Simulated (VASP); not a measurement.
Input of a VASP 6.6.1 run:

File INCAR:

```
SYSTEM = PbO
  PREC = Accurate
  ENCUT = 520
  EDIFF = 1E-6
  ISMEAR = 0
  SIGMA = 0.05
  LREAL = .FALSE.
  LASPH = .TRUE.
  NELM = 60
  ALGO = Normal
  ISIF = 2
  LWAVE = .FALSE.
  LCHARG = .FALSE.
  GGA = PS
  NBANDS = 17
```

File KPOINTS:

```
Automatic mesh
0
G
  10 10 10
  0 0 0
```

The input POSCAR:

```
PbO
1.0
    0.0000000000      2.6228488874      2.6228488874
    2.6228488874      0.0000000000      2.6228488874
    2.6228488874      2.6228488874      0.0000000000
Pb O
1 1
Direct
    0.5000000000      0.5000000000      0.5000000000
    0.0000000000      0.0000000000      0.0000000000
```

Potentials or basis: VASP PAW PBE potentials, release 64 (Pb_d, O).

Launch:

```console
$ cat potpaw_PBE.64/Pb_d/POTCAR potpaw_PBE.64/O/POTCAR > POTCAR
$ mpirun -np 1 vasp_std > vasp.out
```

(1) Predict the band gap on the k mesh.

(2) Predict the pressure.

## Answers

(1) 0.53 eV (least direct gap 0.58 eV).

(2) -3.6 GPa.

Caveat: the cell stands under tension; the PAW data sets were made with another functional, which shifts forces and pressure a little; spin-orbit coupling is left out, which moves the levels of the heavy elements.
